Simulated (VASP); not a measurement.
# TiTe2 in VASP: a series of runs, part 2 of 2

VASP 6.6.1. Earlier steps stand in the parts before.

## (3) Single point, PBE

This run uses another cell than the first one, of 30.73 Å³/atom.

INCAR reads:

```
SYSTEM = TiTe2
PREC = Accurate ; ENCUT = 520
EDIFF = 1E-6 ; ISMEAR = 0
SIGMA = 0.1 ; LREAL = .False.
LASPH = .True. ; NELM = 80
ALGO = Normal ; ISIF = 2
LWAVE = .False. ; LCHARG = .True.
GGA = PE ; LELF = .True.
LVHAR = .True. ; NBANDS = 19
```

KPOINTS reads:

```
regular mesh
0
Gamma
  6 4 4
  0 0 0
```

POSCAR reads:

```
TiTe2
1.0
    4.1567961834      0.0000000000      0.0000000000
    0.0000000000      3.5153205405      0.0000000000
    0.0000000000      0.0000000000      6.3098990520
Ti Te
1 2
Direct
    0.5000000000      0.5000000000      0.0000000000
    0.0000000000      0.0000000000      0.5000000000
    0.0000000000      0.0000000000      0.0000000000
```

Potentials or basis: VASP PAW PBE potentials, release 64 (Ti_sv, Te).

Run with:

```console
$ cat potpaw_PBE.64/Ti_sv/POTCAR potpaw_PBE.64/Te/POTCAR > POTCAR
$ mpirun -np 1 vasp_std > vasp.out
```

OUTCAR:

```text
SYSTEM = TiTe2
   PREC = Accurate
   ENCUT = 520
   EDIFF = 1E-6
   ISMEAR = 0
   LREAL = .False.
   LASPH = .True.
   NELM = 80
   ISIF = 2
   GGA = PE

 ion  position               nearest neighbor table
   1  0.500  0.500  0.000-   3 2.72   3 2.72   3 2.72   3 2.72
   2  0.000  0.000  0.500-   3 3.15   3 3.15
   3  0.000  0.000  0.000-   1 2.72   1 2.72   1 2.72   1 2.72   2 3.15   2 3.15

  LATTYP: Found a simple orthorhombic cell.
 ALAT       =     3.5153205405
 B/A-ratio  =     1.1824799860
 C/A-ratio  =     1.7949711781

  Lattice vectors:

 A1 = (   0.0000000000,  -3.5153205405,   0.0000000000)
 A2 = (   4.1567961834,   0.0000000000,   0.0000000000)
 A3 = (   0.0000000000,   0.0000000000,   6.3098990520)

Analysis of symmetry for initial positions (statically):
=====================================================================
 Subroutine PRICEL returns:
 Original cell was already a primitive cell.

 Routine SETGRP: Setting up the symmetry group for a
 simple orthorhombic supercell.

 Subroutine GETGRP returns: Found  8 space group operations
 (whereof  8 operations were pure point group operations)
 out of a pool of  8 trial point group operations.

The static configuration has the point symmetry D_2h.

Analysis of symmetry for dynamics (positions and initial velocities):
=====================================================================
 Subroutine PRICEL returns:
 Original cell was already a primitive cell.

 Routine SETGRP: Setting up the symmetry group for a
 simple orthorhombic supercell.

 Subroutine GETGRP returns: Found  8 space group operations
 (whereof  8 operations were pure point group operations)
 out of a pool of  8 trial point group operations.

The dynamic configuration has the point symmetry D_2h.

 Subroutine INISYM returns: Found  8 space group operations
 (whereof  8 operations are pure point group operations),
 and found     1 'primitive' translations

----------------------------------------------------------------------------------------

                                     Primitive cell

  volume of cell :      92.2032

  direct lattice vectors                    reciprocal lattice vectors
     4.156796183  0.000000000  0.000000000     0.240569890  0.000000000  0.000000000
     0.000000000  3.515320540  0.000000000     0.000000000  0.284469080  0.000000000
     0.000000000  0.000000000  6.309899052     0.000000000  0.000000000  0.158481141

  length of vectors
     4.156796183  3.515320540  6.309899052     0.240569890  0.284469080  0.158481141

  position of ions in fractional coordinates (direct lattice)
     0.500000000  0.500000000  0.000000000
     0.000000000  0.000000000  0.500000000
     0.000000000  0.000000000  0.000000000

  ion indices of the primitive-cell ions
   primitive index   ion index
                 1           1
                 2           2
                 3           3

----------------------------------------------------------------------------------------

 KPOINTS: regular mesh

Automatic generation of k-mesh.
 Grid dimensions read from file:
 generate k-points for:    6    4    4

 Generating k-lattice:

  Cartesian coordinates                     Fractional coordinates (reciprocal lattice)
     0.040094982  0.000000000  0.000000000     0.166666667  0.000000000  0.000000000
     0.000000000  0.071117270  0.000000000     0.000000000  0.250000000  0.000000000
     0.000000000  0.000000000  0.039620285     0.000000000  0.000000000  0.250000000

  Length of vectors
     0.040094982  0.071117270  0.039620285

  Shift w.r.t. Gamma in fractional coordinates (k-lattice)
     0.000000000  0.000000000  0.000000000

 Subroutine IBZKPT returns following result:
 ===========================================

 Found     36 irreducible k-points:

 Following reciprocal coordinates:
            Coordinates               Weight
  0.000000  0.000000  0.000000      1.000000
  0.166667  0.000000  0.000000      2.000000
  0.333333  0.000000  0.000000      2.000000
  0.500000  0.000000  0.000000      1.000000
[... 30 lines left out ...]
   ISIF   =      2    stress and relaxation
   ISYM   =      2    0-nonsym 1-usesym 2-fastsym
   POTIM  = 0.5000    time-step for ionic-motion
   TEBEG  =    0.0;   TEEND  =   0.0 temperature during run
   PSTRESS=    0.0 pullay stress
   NELECT =      24.0000    total number of electrons
   NUPDOWN=      -1.0000    fix difference up-down
   EMIN   =  10.00;   EMAX   =-10.00  energy-range for DOS
   EFERMI =   0.00;   METHOD = LEGACY
   ISMEAR =     0;   SIGMA  =   0.10  broadening in eV -4-tet -1-fermi 0-gaus
   EFERMI_NEDOS =   21; number of points for ismear=-14 and -15
   IALGO  =     38    algorithm
   IMIX   =      4    mixing-type and parameters
     AMIX     =   0.40;   BMIX     =  1.00
     AMIX_MAG =   1.60;   BMIX_MAG =  1.00
  volume/ion in A,a.u.               =      30.73       207.41
  Fermi-wavevector in a.u.,A,eV,Ry     =   1.045273  1.975280 14.865677  1.092596
  Thomas-Fermi vector in A             =   2.180062
   LORBIT       =      0    0 simple, 1 ext, 2 COOP (PROOUT), +10 PAW based schemes
   GGA     = PE    functional components
   LHFCALC =     F    Hartree Fock is set to
   AEXX    =    0.0000 exact exchange contribution
   IVDW    =     0    specifies the selected vdW correction
   LEPSILON=     F    determine dielectric tensor
   LRPA    =     F    only Hartree local field effects (RPA)
 non-spin polarized calculation
 Gauss-broadening in eV      SIGMA  =   0.10
  energy-cutoff  :      520.00
  volume of cell :       92.20
 maximum number of plane-waves:      2512
 NGX is ok and might be reduce to    32
   NGX = 15   NGY = 13   NGZ = 23

 number of electron      23.9999995 magnetization

 Free energy of the ion-electron system (eV)
  ---------------------------------------------------
  ext. energy  EPLUGINS =         0.00000000
  ---------------------------------------------------
  free energy    TOTEN  =       -13.23483162 eV

  energy without entropy =      -13.20643643  energy(sigma->0) =      -13.22063403

 E-fermi :   5.9608     XC(G=0):  -9.1851

 val. band max:        5.9550798034   @ k =   0.0000   0.5000   0.2500
 cond. band min:       5.9692221385   @ k =   0.1667   0.0000   0.0000
 fundamental gap:      0.0141423351
 Fermi energy:         5.9608454234

 k-point     1 :       0.0000    0.0000    0.0000
  band No.  band energies     occupation
      1     -51.6620      2.00000
      2     -28.0546      2.00000
      3     -27.9174      2.00000
      4     -27.9134      2.00000
      5      -7.3296      2.00000
      6      -4.6955      2.00000
[... 11 lines left out ...]
     18       8.4752      0.00000
     19      11.1109      0.00000
[... 489 lines left out ...]
      3     -27.9774      2.00000
      4     -27.9171      2.00000
      5      -5.9109      2.00000
      6      -3.7529      2.00000
[... 11 lines left out ...]
     18       7.9593      0.00000
     19       9.5021      0.00000

 [... further k-points ...]

------------------------ aborting loop because EDIFF is reached ----------------------------------------

  FORCE on cell =-STRESS in cart. coord.  units (eV):
  Direction    XX          YY          ZZ          XY          YZ          ZX
  --------------------------------------------------------------------------------------
  -------------------------------------------------------------------------------------
  Total       -0.0484015     -0.2087225     -0.1150242     -0.0000000      0.0000000      0.0000000
  in kB       -0.8410529     -3.6268852     -1.9987275     -0.0000000      0.0000000      0.0000000
  external PRESSURE =      -2.1555552 kB  Pullay stress =       0.0000000 kB

 VOLUME and BASIS-vectors are now :
 -----------------------------------------------------------------------------
  energy-cutoff  :      520.00
  volume of cell :       92.20
      direct lattice vectors                 reciprocal lattice vectors
     4.156796183  0.000000000  0.000000000     0.240569890  0.000000000  0.000000000
     0.000000000  3.515320540  0.000000000     0.000000000  0.284469080  0.000000000
     0.000000000  0.000000000  6.309899052     0.000000000  0.000000000  0.158481141

 POSITION                                       TOTAL-FORCE (eV/Angst)
 -----------------------------------------------------------------------------------
      2.07840      1.75766      0.00000         0.000000      0.000000      0.000000
      0.00000      0.00000      3.15495         0.000000      0.000000      0.000000
      0.00000      0.00000      0.00000         0.000000      0.000000      0.000000
 -----------------------------------------------------------------------------------
    total drift:                                0.000000     -0.000000     -0.000000

  FREE ENERGIE OF THE ION-ELECTRON SYSTEM (eV)
  ---------------------------------------------------
  free  energy   TOTEN  =       -13.2348316213 eV

  energy  without entropy=      -13.2064364337  energy(sigma->0) =      -13.22063403
```

OSZICAR:

```text
N       E                     dE             d eps       ncg     rms          rms(c)
DAV:   1     0.180408358196E+03    0.18041E+03   -0.10896E+04  1368   0.115E+03
DAV:   2     0.510161433772E+01   -0.17531E+03   -0.17109E+03  1433   0.303E+02
DAV:   3    -0.141518591006E+02   -0.19253E+02   -0.18667E+02  2437   0.845E+01
DAV:   4    -0.152010789808E+02   -0.10492E+01   -0.10385E+01  1828   0.173E+01
DAV:   5    -0.152631505046E+02   -0.62072E-01   -0.62009E-01  1919   0.341E+00    0.123E+01
DAV:   6    -0.174665273491E+02   -0.22034E+01   -0.65893E+01  1660   0.321E+01    0.200E+01
DAV:   7    -0.137188869239E+02    0.37476E+01   -0.73791E+01  1820   0.326E+01    0.589E+00
DAV:   8    -0.132607246067E+02    0.45816E+00   -0.14357E+00  1642   0.669E+00    0.217E+00
DAV:   9    -0.132364198298E+02    0.24305E-01   -0.22496E-01  1940   0.206E+00    0.817E-01
DAV:  10    -0.132348184175E+02    0.16014E-02   -0.22411E-02  1639   0.960E-01    0.320E-01
DAV:  11    -0.132347185645E+02    0.99853E-04   -0.23538E-03  1622   0.279E-01    0.163E-01
DAV:  12    -0.132348381581E+02   -0.11959E-03   -0.26018E-04  1613   0.102E-01    0.641E-02
DAV:  13    -0.132348317225E+02    0.64356E-05   -0.15538E-04  1824   0.494E-02    0.895E-03
DAV:  14    -0.132348317428E+02   -0.20352E-07   -0.10578E-05  1704   0.191E-02    0.650E-03
DAV:  15    -0.132348316213E+02    0.12153E-06   -0.10543E-06   930   0.545E-03
   1 F= -.13234832E+02 E0= -.13220634E+02  d E =-.283952E-01
```

stdout:

```text
POSCAR found type information on POSCAR TiTe
 POSCAR found :  2 types and       3 ions
 scaLAPACK will be used
 LDA part: xc-table for (Slater+PW92), standard interpolation
 POSCAR, INCAR and KPOINTS ok, starting setup
 FFT: planning ... GRIDC
 FFT: planning ... GRID_SOFT
 FFT: planning ... GRID
 WAVECAR not read
 entering main loop
```

It took 90 s on 1 thread of Intel Xeon 8259CL, shared host; peak memory 0.23 GiB.

What came out:

```
Free energy            : -13.2348 eV
Pressure               : -0.2 GPa
Band gap on the k mesh : zero (bands 12 and 13 overlap by 0.93 eV)
```

Caveat: the k points lie up to 0.45 Å⁻¹ apart, too coarse for converged energies and pressures of a metal; spin-orbit coupling is left out, which moves the levels of the heavy elements.

## (4) Single point, PBE

This run uses another cell than the first one, of 30.51 Å³/atom.

INCAR reads:

```
ALGO     = Normal         # electronic algorithm
EDIFF    = 1E-6           # SCF threshold, eV
ENCUT    = 520            # plane-wave cutoff, eV
GGA      = PE             # functional
ISIF     = 2              # what is computed and relaxed
ISMEAR   = 0              # smearing method
LASPH    = T              # aspherical terms in the spheres
LCHARG   = F              # write CHGCAR
LREAL    = F              # projectors in reciprocal space
LWAVE    = F              # write WAVECAR
NBANDS   = 19             # bands
NELM     = 60             # most SCF steps
PREC     = Accurate       # precision mode
SIGMA    = 0.1            # smearing width, eV
```

KPOINTS reads:

```
k-points
0
Gamma
  6 4 4
```

POSCAR reads:

```
TiTe2
1.0
    4.1585492917      0.0000000000      0.1843640362
    0.0000000000      6.2987819937      0.0000000000
   -0.1580222230      0.0000000000      3.4873694697
Ti Te
1 2
Direct
    0.5000000000      0.0000000000      0.5000000000
    0.0000000000      0.5000000000      0.0000000000
    0.0000000000      0.0000000000      0.0000000000
```

Run with:

```console
$ cat potpaw_PBE.64/Ti_sv/POTCAR potpaw_PBE.64/Te/POTCAR > POTCAR
$ mpirun -np 1 vasp_std > vasp.out
```

Run time: 1.7 min. Hardware: 1 thread of Intel Xeon 8259CL, shared host; peak memory 0.24 GiB.

The run converged. Its results:

| Item | Value |
| --- | --- |
| Free energy | -13.2353 eV |
| Pressure | 0.1 GPa |
| Band gap on the k mesh | zero (bands 12 and 13 overlap by 0.94 eV) |

Stress tensor (GPa, compression positive):
```
 0.21  0.00  0.05
 0.00 -0.03  0.00
 0.05  0.00  0.24
```

Levels at points of the mesh, in eV from the Fermi level:
```tsv
k point	band 8	band 9	band 10	band 11	band 12	band 13	band 14	band 15	band 16	band 17
(0.00, 0.00, 0.00)	-3.03	-1.59	-0.67	-0.26	0.01	0.07	0.18	0.63	1.78	2.07
(0.50, 0.00, 0.00)	-5.49	-2.84	-2.53	-0.08	0.41	0.67	0.90	1.08	1.70	3.13
(0.00, 0.50, 0.00)	-2.85	-2.47	-1.57	-1.04	-0.49	0.07	0.48	0.55	0.99	1.59
(0.50, 0.50, 0.00)	-3.27	-3.17	-2.50	-1.71	-0.08	0.07	0.67	1.55	1.63	3.62
(0.00, 0.00, 0.50)	-4.84	-4.21	-3.36	0.27	0.30	0.40	0.73	1.53	1.63	3.39
(0.50, 0.00, 0.50)	-4.42	-4.23	-2.74	-1.32	-0.71	-0.53	0.19	0.33	1.39	1.92
(0.00, 0.50, 0.50)	-4.18	-3.77	-2.58	-1.04	0.24	0.29	0.31	1.18	1.54	3.59
(0.50, 0.50, 0.50)	-4.24	-3.40	-2.22	-1.46	-0.95	0.03	0.08	0.21	0.59	1.69
```

Caveat: the k points lie up to 0.45 Å⁻¹ apart, too coarse for converged energies and pressures of a metal; spin-orbit coupling is left out, which moves the levels of the heavy elements.

## (5) Relaxation of cell and atoms, PBE

This run uses another cell than the first one, of 30.51 Å³/atom.

INCAR reads:

```
SYSTEM = TiTe2
PREC = Accurate
ENCUT = 600
EDIFF = 1E-6
ISMEAR = 0
SIGMA = 0.1
LREAL = .False.
LASPH = .True.
NELM = 100
ALGO = Normal
ISIF = 3
LWAVE = .False.
LCHARG = .False.
GGA = PE
IBRION = 2
NSW = 90
EDIFFG = -0.04
```

KPOINTS reads:

```
regular mesh
0
Gamma
  6 4 4
  0 0 0
```

POSCAR reads:

```
TiTe2
1.0
    3.4909478428      0.0000000000      0.0000000000
    0.0000000000      4.1626340590      0.0000000000
    0.0000000000      0.0000000000      6.2987819937
Ti Te
1 2
Direct
    0.5000000000      0.5000000000      0.0000000000
    0.0000000000      0.0000000000      0.5000000000
    0.0000000000      0.0000000000      0.0000000000
```

Run with:

```console
$ cat potpaw_PBE.64/Ti_sv/POTCAR potpaw_PBE.64/Te/POTCAR > POTCAR
$ mpirun -np 1 vasp_std > vasp.out
```

It took 32 min on 1 thread of Intel Xeon 8259CL, shared host; peak memory 0.28 GiB.

The run converged. Its results:

```yaml
Free_energy: -13.2347 eV
Relaxed_volume: 30.56 Å³/atom
Relaxed_cell: a = 4.167 Å, b = 3.496 Å, c = 6.293 Å, α = 90.00°, β = 90.00°, γ = 90.00°
Space_group_after_relaxing_to_0.1_Å: Pmmm (No. 47)
Energy_gained_by_relaxing: 52.9 meV/atom
Ionic_steps: 27
Pressure_after_relaxing: 0.0 GPa
Band_gap_on_the_k_mesh: zero (bands 12 and 13 overlap by 0.94 eV)
```

The path:
```
step  energy change (eV)  largest force (eV/Å)  pressure (GPa)  volume (Å³)
   1              0.0000                0.0000            0.56        91.53
   2             -0.0192                0.0000           -0.41        92.93
   3             -0.0222                0.0000           -0.97        93.85
   4             -0.0352                0.0000           -0.67        93.08
   5             -0.0416                0.0000           -0.33        92.29
   6             -0.0424                0.0000           -0.17        91.92
   7             -0.0523                0.0000            0.27        91.33
   8             -0.0566                0.0000            1.10        90.37
   9             -0.0638                0.0000            0.83        91.08
  10             -0.0735                0.0000            0.19        93.01
  11             -0.0657                0.0000           -0.58        96.69
  12             -0.0758                0.0000           -0.02        93.76
  13             -0.0767                0.0000           -0.38        95.24
  14             -0.0772                0.0000           -0.19        94.42
  15             -0.0863                0.0000           -0.33        94.82
  16             -0.1005                0.0000           -0.77        95.85
  17             -0.1097                0.0000           -0.76        95.53
  18             -0.1292                0.0000           -0.68        94.49
  19             -0.1071                0.0000           -0.27        92.07
  20             -0.1321                0.0000           -0.56        93.87
  21             -0.1463                0.0000           -0.38        93.02
  22             -0.1568                0.0000           -0.04        91.83
  23             -0.1575                0.0000            0.11        91.40
  24             -0.1575                0.0000            0.09        91.47
  25             -0.1582                0.0000            0.00        91.65
  26             -0.1586                0.0000           -0.13        91.92
  27             -0.1587                0.0000            0.01        91.68
```

Final structure:
```xyz
3
Lattice="4.1673 0.0000 0.0000 0.0000 3.4957 0.0000 0.0000 0.0000 6.2933" Properties=species:S:1:pos:R:3 pbc="T T T"
Ti    2.0836    1.7478    0.0000
Te    0.0000    0.0000    3.1466
Te    0.0000    0.0000    0.0000
```

Levels at points of the mesh, in eV from the Fermi level:
| k point | band 10 | band 11 | band 12 | band 13 | band 14 | band 15 |
| --- | --- | --- | --- | --- | --- | --- |
| (0.00, 0.00, 0.00) | -0.69 | -0.27 | 0.01 | 0.07 | 0.18 | 0.62 |
| (0.50, 0.00, 0.00) | -2.53 | -0.08 | 0.41 | 0.67 | 0.90 | 1.08 |
| (0.00, 0.50, 0.00) | -3.35 | 0.27 | 0.30 | 0.38 | 0.73 | 1.53 |
| (0.50, 0.50, 0.00) | -2.74 | -1.32 | -0.71 | -0.53 | 0.19 | 0.33 |
| (0.00, 0.00, 0.50) | -1.57 | -1.05 | -0.51 | 0.07 | 0.47 | 0.55 |
| (0.50, 0.00, 0.50) | -2.50 | -1.71 | -0.08 | 0.07 | 0.66 | 1.54 |
| (0.00, 0.50, 0.50) | -2.57 | -1.04 | 0.22 | 0.28 | 0.31 | 1.17 |
| (0.50, 0.50, 0.50) | -2.23 | -1.46 | -0.96 | 0.03 | 0.08 | 0.21 |

Caveat: the k points lie up to 0.45 Å⁻¹ apart in the final cell, too coarse for converged energies and pressures of a metal; a cell axis changed by over 15 % at a fixed basis, so the end point is rough; spin-orbit coupling is left out, which moves the levels of the heavy elements.

## (6) Summary

```csv
task,cell,cutoff (eV),gap on the mesh (eV),pressure (GPa)
single point,"a = 4.165, b = 3.499, c = 6.302 Å, 3 atoms, atomic positions A",520,none,0.0
single point,"a = 4.157, b = 3.515, c = 6.310 Å, 3 atoms, atomic positions A",520,none,-0.2
single point,"a = 4.163, b = 6.299, c = 3.491 Å, angles 90.0, 90.1, 90.0°, 3 atoms, atomic positions B",520,none,0.1
relaxation of cell and atoms,"relaxed from a = 3.491, b = 4.163, c = 6.299 Å, 3 atoms, atomic positions A",600,none,0.0
```

Alike in all rows: level PBE; potentials or basis VASP PAW PBE potentials, release 64 (Ti_sv, Te); no spin polarisation; k mesh 6 × 4 × 4; smearing gaussian 0.1 eV.

Caveats: all runs use coarse meshes; spin-orbit coupling is left out, which moves the levels of the heavy elements; a cell axis changed by over 15 % at a fixed basis, so the end point is rough (at least some runs).

Total energies depend on the potentials used, so only differences within one code and one set of settings carry meaning.
